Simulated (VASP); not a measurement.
# Ir (P6_3/mmc) in VASP: a series of runs, part 3 of 3

VASP 6.6.1. The steps go on from the part before.

### 4 Electric field gradients, PBE (14.13 Å³/atom)

INCAR reads:

```
SYSTEM = Ir
PREC = Accurate
ENCUT = 520
EDIFF = 1E-8
ISMEAR = -1
SIGMA = 0.03
LREAL = .FALSE.
LASPH = .TRUE.
NELM = 100
ALGO = Normal
ISIF = 2
LWAVE = .FALSE.
LCHARG = .FALSE.
GGA = PE
LEFG = .TRUE.
NBANDS = 16
```

KPOINTS reads:

```
regular mesh
0
G
  15 15 8
  0 0 0
```

POSCAR reads:

```
Ir
1.0
    2.7207989171      0.0000000000      0.0000000000
   -1.3603994585      2.3562809808      0.0000000000
    0.0000000000      0.0000000000      4.4066922990
Ir
2
Direct
    0.3333333333      0.6666666667      0.2500000000
    0.6666666667      0.3333333333      0.7500000000
```

Potentials or basis: VASP PAW PBE potentials, release 64 (Ir).

The run is started by

```sh
$ cat potpaw_PBE.64/Ir/POTCAR > POTCAR
$ mpirun -np 1 vasp_std > vasp.out
```

OUTCAR:

```text
SYSTEM = Ir
   PREC = Accurate
   ENCUT = 520
   EDIFF = 1E-8
   ISMEAR = -1
   LREAL = .FALSE.
   LASPH = .TRUE.
   NELM = 100
   ISIF = 2
   GGA = PE

 ion  position               nearest neighbor table
   1  0.333  0.667  0.250-   2 2.71   2 2.71   2 2.71   2 2.71   2 2.71   2 2.71
   2  0.667  0.333  0.750-   1 2.71   1 2.71   1 2.71   1 2.71   1 2.71   1 2.71

  LATTYP: Found a hexagonal cell.
 ALAT       =     2.7207989171
 C/A-ratio  =     1.6196317454

  Lattice vectors:

 A1 = (   2.7207989171,   0.0000000000,   0.0000000000)
 A2 = (  -1.3603994585,   2.3562809808,   0.0000000000)
 A3 = (   0.0000000000,   0.0000000000,   4.4066922990)

Analysis of symmetry for initial positions (statically):
=====================================================================
 Subroutine PRICEL returns:
 Original cell was already a primitive cell.

 Routine SETGRP: Setting up the symmetry group for a
 hexagonal supercell.

 Subroutine GETGRP returns: Found 24 space group operations
 (whereof 12 operations were pure point group operations)
 out of a pool of 24 trial point group operations.

The static configuration has the point symmetry D_3d.
 The point group associated with its full space group is D_6h.

Analysis of symmetry for dynamics (positions and initial velocities):
=====================================================================
 Subroutine PRICEL returns:
 Original cell was already a primitive cell.

 Routine SETGRP: Setting up the symmetry group for a
 hexagonal supercell.

 Subroutine GETGRP returns: Found 24 space group operations
 (whereof 12 operations were pure point group operations)
 out of a pool of 24 trial point group operations.

The dynamic configuration has the point symmetry D_3d.
 The point group associated with its full space group is D_6h.

 Subroutine INISYM returns: Found 24 space group operations
 (whereof 12 operations are pure point group operations),
 and found     1 'primitive' translations

----------------------------------------------------------------------------------------

                                     Primitive cell

  volume of cell :      28.2512

  direct lattice vectors                    reciprocal lattice vectors
     2.720798917  0.000000000  0.000000000     0.367539105  0.212198801  0.000000000
    -1.360399459  2.356280981  0.000000000     0.000000000  0.424397603  0.000000000
     0.000000000  0.000000000  4.406692299     0.000000000  0.000000000  0.226927576

  length of vectors
     2.720798917  2.720798917  4.406692299     0.424397603  0.424397603  0.226927576

  position of ions in fractional coordinates (direct lattice)
     0.333333333  0.666666667  0.250000000
     0.666666667  0.333333333  0.750000000

  ion indices of the primitive-cell ions
   primitive index   ion index
                 1           1
                 2           2

----------------------------------------------------------------------------------------

 KPOINTS: regular mesh

[... 68 lines left out ...]
   LREAL  =      F    real-space projection
   EDIFFG = 0.1E-06   stopping-criterion for IOM
   NSW    =      0    number of steps for IOM
   IBRION =     -1    ionic relax: 0-MD 1-quasi-New 2-CG
   NFREE  =      0    steps in history (QN), initial steepest desc. (CG)
   ISIF   =      2    stress and relaxation
   ISYM   =      2    0-nonsym 1-usesym 2-fastsym
   POTIM  = 0.5000    time-step for ionic-motion
   TEBEG  =    0.0;   TEEND  =   0.0 temperature during run
   PSTRESS=    0.0 pullay stress
   NELECT =      18.0000    total number of electrons
   NUPDOWN=      -1.0000    fix difference up-down
   EMIN   =  10.00;   EMAX   =-10.00  energy-range for DOS
   EFERMI =   0.00;   METHOD = LEGACY
   ISMEAR =    -1;   SIGMA  =   0.03  broadening in eV -4-tet -1-fermi 0-gaus
   EFERMI_NEDOS =   21; number of points for ismear=-14 and -15
   IALGO  =     38    algorithm
   IMIX   =      4    mixing-type and parameters
     AMIX     =   0.40;   BMIX     =  1.00
     AMIX_MAG =   1.60;   BMIX_MAG =  1.00
  volume/ion in A,a.u.               =      14.13        95.32
  Fermi-wavevector in a.u.,A,eV,Ry     =   1.408706  2.662068 27.000102  1.984452
  Thomas-Fermi vector in A             =   2.530836
   LORBIT       =      0    0 simple, 1 ext, 2 COOP (PROOUT), +10 PAW based schemes
   GGA     = PE    functional components
   LHFCALC =     F    Hartree Fock is set to
   AEXX    =    0.0000 exact exchange contribution
   IVDW    =     0    specifies the selected vdW correction
   LEPSILON=     F    determine dielectric tensor
   LRPA    =     F    only Hartree local field effects (RPA)
 non-spin polarized calculation
  energy-cutoff  :      520.00
  volume of cell :       28.25
 maximum number of plane-waves:       780
   NGX = 11   NGY = 11   NGZ = 17

 number of electron      18.0000000 magnetization

 Free energy of the ion-electron system (eV)
  ---------------------------------------------------
  ext. energy  EPLUGINS =         0.00000000
  ---------------------------------------------------
  free energy    TOTEN  =       -17.52365551 eV

  energy without entropy =      -17.51528274  energy(sigma->0) =      -17.51946912

 E-fermi :  10.5588     XC(G=0): -13.9970

 val. band max:       10.5546855167   @ k =   0.2000   0.0667   0.3750
 cond. band min:      10.5600734518   @ k =   0.3333   0.1333   0.3750
 fundamental gap:      0.0053879350
 Fermi energy:        10.5588398417

 k-point     1 :       0.0000    0.0000    0.0000
  band No.  band energies     occupation
      1      -0.7035      2.00000
      2       2.3412      2.00000
      3       6.5982      2.00000
      4       6.6883      2.00000
      5       6.6883      2.00000
      6       7.3545      2.00000
[... 433 lines left out ...]
      3       4.0025      2.00000
      4       6.0205      2.00000
      5       6.1533      2.00000
      6       6.6949      2.00000
[... 8 lines left out ...]
     15      22.7628      0.00000
     16      23.7146      0.00000

 [... further k-points ...]
[... 5 lines left out ...]
  --------------------------------------------------------------------------------------
  -------------------------------------------------------------------------------------
  Total        2.0951725      2.0951725      2.1401798      0.0000000      0.0000000      0.0000000
  in kB      118.8212507    118.8212507    121.3737009      0.0000000      0.0000000      0.0000000
  external PRESSURE =     119.6720674 kB  Pullay stress =       0.0000000 kB

 VOLUME and BASIS-vectors are now :
 -----------------------------------------------------------------------------
  energy-cutoff  :      520.00
  volume of cell :       28.25
      direct lattice vectors                 reciprocal lattice vectors
     2.720798917  0.000000000  0.000000000     0.367539105  0.212198801  0.000000000
    -1.360399459  2.356280981  0.000000000     0.000000000  0.424397603  0.000000000
     0.000000000  0.000000000  4.406692299     0.000000000  0.000000000  0.226927576

 POSITION                                       TOTAL-FORCE (eV/Angst)
 -----------------------------------------------------------------------------------
     -0.00000      1.57085      1.10167         0.000000     -0.000000      0.000000
      1.36040      0.78543      3.30502        -0.000000      0.000000      0.000000
 -----------------------------------------------------------------------------------
    total drift:                               -0.000000      0.000000     -0.000000

  FREE ENERGIE OF THE ION-ELECTRON SYSTEM (eV)
  ---------------------------------------------------
  free  energy   TOTEN  =       -17.5236555056 eV

  energy  without entropy=      -17.5152827439  energy(sigma->0) =      -17.51946912

 Electric field gradients (V/A^2)
---------------------------------------------------------------------
 ion       V_xx      V_yy      V_zz      V_xy      V_xz      V_yz
---------------------------------------------------------------------
   1      -2.550    -2.551     5.101    -0.000     0.000    -0.000
   2      -2.550    -2.551     5.101    -0.000    -0.000     0.000
---------------------------------------------------------------------

 Electric field gradients after diagonalization (V/A^2)
 (convention: |V_zz| > |V_xx| > |V_yy|)
----------------------------------------------------------------------
 ion       V_xx      V_yy      V_zz     asymmetry (V_yy - V_xx)/ V_zz
----------------------------------------------------------------------
   1      -2.551    -2.550     5.101       0.000
   2      -2.551    -2.550     5.101       0.000
----------------------------------------------------------------------

           NMR quadrupolar parameters

 Cq : quadrupolar parameter    Cq=e*Q*V_zz/h
 eta: asymmetry parameters     (V_yy - V_xx)/ V_zz
 Q  : nuclear electric quadrupole moment in mb (millibarn)
----------------------------------------------------------------------
 ion       Cq(MHz)       eta       Q (mb)
----------------------------------------------------------------------
   1       0.012       0.000       1.000
   2       0.012       0.000       1.000
----------------------------------------------------------------------
```

Run time: 83 s. Hardware: 1 thread of Intel Xeon 8259CL, shared host; peak memory 0.18 GiB.

Results:

* Free energy: -17.5237 eV
* Pressure: 12.0 GPa
* Band gap on the k mesh: zero (bands 9 and 10 overlap by 3.30 eV)
* Largest electric field gradient by atom: Ir +5.1 V/Å²

Electric field gradients, principal values (V/Å²):
| atom | least | middle | greatest (by size) |
| --- | --- | --- | --- |
| 1 Ir | -2.550 | -2.551 | 5.101 |
| 2 Ir | -2.550 | -2.551 | 5.101 |

Caveat: the cell stands under pressure; without QUAD_EFG the Cq values of the log hold for a quadrupole moment of 1 mb, not for the nuclei; spin-orbit coupling is left out, which moves the levels of the heavy elements.

### 5 Overview

```csv
level,U,cell,gap on the mesh (eV),pressure (GPa)
PBE+U,Ir d U = 4.0 eV,"a = 2.721, b = 2.721, c = 4.407 Å, angles 90.0, 90.0, 120.0°, 2 atoms",none,-5.4
PBE,-,"a = 2.693, b = 2.693, c = 4.362 Å, angles 90.0, 90.0, 120.0°, 2 atoms",none,25.5
PBE,-,"a = 2.721, b = 2.721, c = 4.407 Å, angles 90.0, 90.0, 120.0°, 2 atoms",none,12.0
```

Alike in all rows: task electric field gradients; potentials or basis VASP PAW PBE potentials, release 64 (Ir); no spin polarisation; k mesh 15 × 15 × 8; cutoff (eV) 520; smearing fermi-dirac 0.03 eV.

Caveats: spin-orbit coupling is left out, which moves the levels of the heavy elements; the cell stands under pressure (at least some runs); the cell stands under tension (at least some runs); U without spin polarisation on a metal has little footing (at least some runs); the U is typed as a test and isn't derived for this compound (at least some runs).

Total energies depend on the potentials used, so only differences within one code and one set of settings carry meaning.
